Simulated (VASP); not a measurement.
# Ta (Fm-3m) in VASP: relaxation of cell and atoms with PBE

Aim: the relaxation of cell and atoms of Ta with PBE.

Everything below comes from runs of VASP 6.6.1. Logs are shortened: lines on timing, memory, paths and dates and some standing lists are left out, and cuts for length are marked.

### Step 1. The cell of the first run

It takes space group Fm-3m (No. 225, cubic). The conventional cell has a = 3.778 Å, b = 3.778 Å, c = 3.778 Å, α = 90.00°, β = 90.00°, γ = 90.00°. Within 3.5 Å of Ta (site symmetry m-3m) lie 12 Ta at 2.67 Å.

### Step 2. Relaxation of cell and atoms, PBE, target pressure 120 GPa, at which the enthalpy is minimised

Input file INCAR:

```
SYSTEM = Ta
PREC     = Accurate       ! precision mode
ENCUT    = 600            ! plane-wave cutoff, eV
EDIFF    = 1E-6           ! SCF threshold, eV
ISMEAR   = -1             ! smearing method
SIGMA    = 0.1            ! smearing width, eV
LREAL    = .FALSE.        ! projectors in reciprocal space
LASPH    = .TRUE.         ! aspherical terms in the spheres
NELM     = 60             ! most SCF steps
ALGO     = Normal         ! electronic algorithm
ISIF     = 3              ! what is computed and relaxed
LWAVE    = .FALSE.        ! write WAVECAR
LCHARG   = .FALSE.        ! write CHGCAR
GGA      = PE             ! functional
IBRION   = 2              ! ionic algorithm
NSW      = 60             ! ionic steps
EDIFFG   = -0.005         ! ionic threshold
PSTRESS  = 1200.0
```

Input file KPOINTS:

```
Automatic mesh
0
G
  18 18 18
  0 0 0
```

Input file POSCAR:

```
Ta
1.0
    0.0000000000      1.8888096323      1.8888096323
    1.8888096323      0.0000000000      1.8888096323
    1.8888096323      1.8888096323      0.0000000000
Ta
1
Direct
    0.0000000000      0.0000000000      0.0000000000
```

Potentials or basis: VASP PAW PBE potentials, release 64 (Ta_pv).

On the command line:

```sh
> cat potpaw_PBE.64/Ta_pv/POTCAR > POTCAR
> mpirun -np 1 vasp_std > vasp.out
```

OUTCAR:

```text
SYSTEM = Ta
   PREC = Accurate
   ENCUT = 600
   EDIFF = 1E-6
   ISMEAR = -1
   LREAL = .FALSE.
   LASPH = .TRUE.
   NELM = 60
   ISIF = 3
   GGA = PE
   IBRION = 2
   NSW = 60
   EDIFFG = -0.005
   PSTRESS = 1200.0

 ion  position               nearest neighbor table
   1  0.000  0.000  0.000-

  LATTYP: Found a face centered cubic cell.
 ALAT       =     3.7776192646

  Lattice vectors:

 A1 = (   0.0000000000,   1.8888096323,   1.8888096323)
 A2 = (   1.8888096323,   0.0000000000,   1.8888096323)
 A3 = (   1.8888096323,   1.8888096323,   0.0000000000)

Analysis of symmetry for initial positions (statically):
=====================================================================
 Subroutine PRICEL returns:
 Original cell was already a primitive cell.

 Routine SETGRP: Setting up the symmetry group for a
 face centered cubic supercell.

 Subroutine GETGRP returns: Found 48 space group operations
 (whereof 48 operations were pure point group operations)
 out of a pool of 48 trial point group operations.

The static configuration has the point symmetry O_h .

Analysis of symmetry for dynamics (positions and initial velocities):
=====================================================================
 Subroutine PRICEL returns:
 Original cell was already a primitive cell.

 Routine SETGRP: Setting up the symmetry group for a
 face centered cubic supercell.

 Subroutine GETGRP returns: Found 48 space group operations
 (whereof 48 operations were pure point group operations)
 out of a pool of 48 trial point group operations.

The dynamic configuration has the point symmetry O_h .

 Subroutine INISYM returns: Found 48 space group operations
 (whereof 48 operations are pure point group operations),
 and found     1 'primitive' translations

----------------------------------------------------------------------------------------

                                     Primitive cell

  volume of cell :      13.4770

  direct lattice vectors                    reciprocal lattice vectors
     0.000000000  1.888809632  1.888809632    -0.264716990  0.264716990  0.264716990
     1.888809632  0.000000000  1.888809632     0.264716990 -0.264716990  0.264716990
     1.888809632  1.888809632  0.000000000     0.264716990  0.264716990 -0.264716990

  length of vectors
     2.671180199  2.671180199  2.671180199     0.458503276  0.458503276  0.458503276

  position of ions in fractional coordinates (direct lattice)
     0.000000000  0.000000000  0.000000000
[... 90 lines left out ...]
   EFERMI =   0.00;   METHOD = LEGACY
   ISMEAR =    -1;   SIGMA  =   0.10  broadening in eV -4-tet -1-fermi 0-gaus
   EFERMI_NEDOS =   21; number of points for ismear=-14 and -15
   IALGO  =     38    algorithm
   IMIX   =      4    mixing-type and parameters
     AMIX     =   0.40;   BMIX     =  1.00
     AMIX_MAG =   1.60;   BMIX_MAG =  1.00
  volume/ion in A,a.u.               =      13.48        90.95
  Fermi-wavevector in a.u.,A,eV,Ry     =   1.529939  2.891166 31.847352  2.340714
  Thomas-Fermi vector in A             =   2.637491
   LORBIT       =      0    0 simple, 1 ext, 2 COOP (PROOUT), +10 PAW based schemes
   GGA     = PE    functional components
   LHFCALC =     F    Hartree Fock is set to
   AEXX    =    0.0000 exact exchange contribution
   IVDW    =     0    specifies the selected vdW correction
   LEPSILON=     F    determine dielectric tensor
   LRPA    =     F    only Hartree local field effects (RPA)
 conjugate gradient relaxation of ions
 non-spin polarized calculation
  energy-cutoff  :      600.00
  volume of cell :       13.48
 maximum number of plane-waves:       464
 NGX is ok and might be reduce to    24
   NGX = 11   NGY = 11   NGZ = 11

--------------------------------------- Ionic step        1  -------------------------------------------

 number of electron      10.9999999 magnetization

 Free energy of the ion-electron system (eV)
  ---------------------------------------------------
  ext. energy  EPLUGINS =         0.00000000
  ---------------------------------------------------
  free energy    TOTEN  =       -10.07167695 eV

  energy without entropy =      -10.03963557  energy(sigma->0) =      -10.05565626

------------------------ aborting loop because EDIFF is reached ----------------------------------------

  FORCE on cell =-STRESS in cart. coord.  units (eV):
  Direction    XX          YY          ZZ          XY          YZ          ZX
  --------------------------------------------------------------------------------------
  -------------------------------------------------------------------------------------
  Total        9.9053735      9.9053735      9.9053735      0.0000000      0.0000000      0.0000000
  in kB     1177.5703855   1177.5703855   1177.5703855      0.0000000      0.0000000      0.0000000
  external PRESSURE =     -22.4296145 kB  Pullay stress =    1200.0000000 kB
[... 61 lines left out ...]
--------------------------------------- Ionic step        3  -------------------------------------------

 number of electron      11.0000000 magnetization

 Free energy of the ion-electron system (eV)
  ---------------------------------------------------
  ext. energy  EPLUGINS =         0.00000000
  ---------------------------------------------------
  free energy    TOTEN  =       -10.03205068 eV

  energy without entropy =       -9.99999530  energy(sigma->0) =      -10.01602299

 E-fermi :   8.7467     XC(G=0): -14.2020

 val. band max:        8.7462370165   @ k =   0.3333   0.2222   0.0000
 cond. band min:       8.7489993602   @ k =  -0.3889   0.2778   0.0556
 fundamental gap:      0.0027623437
 Fermi energy:         8.7467333960

 k-point     1 :       0.0000    0.0000    0.0000
  band No.  band energies     occupation
      1     -23.7067      2.00000
      2     -23.7067      2.00000
      3     -23.7067      2.00000
      4      -0.7096      2.00000
      5       8.7700      0.88431
      6       8.7700      0.88431
      7       8.7700      0.88431
      8      13.4326      0.00000
      9      13.4326      0.00000
[... 265 lines left out ...]
 k-point    24 :      -0.2222    0.0556    0.0000
  band No.  band energies     occupation
      1     -25.2030      2.00000
      2     -23.9874      2.00000
      3     -23.8497      2.00000
      4       2.0677      2.00000
      5       7.4384      2.00000
      6       9.3164      0.00669
      7       9.5080      0.00099
      8      12.5012      0.00000
      9      14.1143      0.00000

 [... further k-points ...]

------------------------ aborting loop because EDIFF is reached ----------------------------------------

  FORCE on cell =-STRESS in cart. coord.  units (eV):
  Direction    XX          YY          ZZ          XY          YZ          ZX
  --------------------------------------------------------------------------------------
  -------------------------------------------------------------------------------------
  Total       10.0514136     10.0514136     10.0514136      0.0000000      0.0000000      0.0000000
  in kB     1199.6878834   1199.6878834   1199.6878834      0.0000000      0.0000000      0.0000000
  external PRESSURE =      -0.3121166 kB  Pullay stress =    1200.0000000 kB
[... 20 lines left out ...]
  energy  without entropy=       -9.9999952992  energy(sigma->0) =      -10.01602299

  enthalpy is  TOTEN    =         0.0219779873 eV   P V=       10.0540286654

 reached required accuracy - stopping structural energy minimisation
```

OSZICAR:

```text
N       E                     dE             d eps       ncg     rms          rms(c)
DAV:   1     0.527970216609E+02    0.52797E+02   -0.72730E+03  3510   0.137E+03
DAV:   2    -0.983096103243E+01   -0.62628E+02   -0.61548E+02  4492   0.275E+02
[... 19 lines left out ...]
DAV:   1    -0.100621249590E+02   -0.27627E+00   -0.11055E+00  3580   0.164E+01    0.212E+00
DAV:   2    -0.100381118323E+02    0.24013E-01   -0.29192E-02  3614   0.235E+00    0.775E-01
DAV:   3    -0.100319138912E+02    0.61979E-02   -0.18341E-02  3630   0.181E+00    0.232E-01
DAV:   4    -0.100320497781E+02   -0.13589E-03   -0.26366E-04  3964   0.190E-01    0.278E-02
DAV:   5    -0.100320502893E+02   -0.51121E-06   -0.18976E-05  3871   0.541E-02    0.137E-02
DAV:   6    -0.100320506780E+02   -0.38874E-06   -0.29420E-07  1994   0.755E-03
   3 F= 0.21977987E-01 E0= 0.38005677E-01  d E =-.389818E-03
```

Run time: 32 s. Hardware: 1 thread of AMD EPYC 9R45 (Zen 5), shared host; peak memory 0.14 GiB.

What came out:

* Free energy: -10.0321 eV
* Relaxed volume: 13.42 Å³/atom
* Relaxed cell: a = 2.668 Å, b = 2.668 Å, c = 2.668 Å, α = 60.00°, β = 60.00°, γ = 60.00°
* Space group after relaxing (to 0.05 Å): Fm-3m (No. 225)
* Energy change on relaxing (the enthalpy is what falls): +39.6 meV/atom
* Ionic steps: 3
* Pressure after relaxing: 120.0 GPa

Step by step:
| step | energy change (eV) | largest force (eV/Å) | pressure (GPa) | volume (Å³) |
| --- | --- | --- | --- | --- |
| 1 | 0.0000 | 0.0000 | 117.76 | 13.48 |
| 2 | 0.2858 | 0.0000 | 133.74 | 13.11 |
| 3 | 0.0396 | 0.0000 | 119.97 | 13.42 |

Final structure:
```
Ta
1.0
     0.00000    1.88631    1.88631
     1.88631    0.00000    1.88631
     1.88631    1.88631    0.00000
Ta
1
Direct
  0.00000 0.00000 0.00000
```

Caveat: the cell is relaxed towards a set pressure, so the enthalpy falls and the energy may rise; spin-orbit coupling is left out, which moves the levels of the heavy elements.
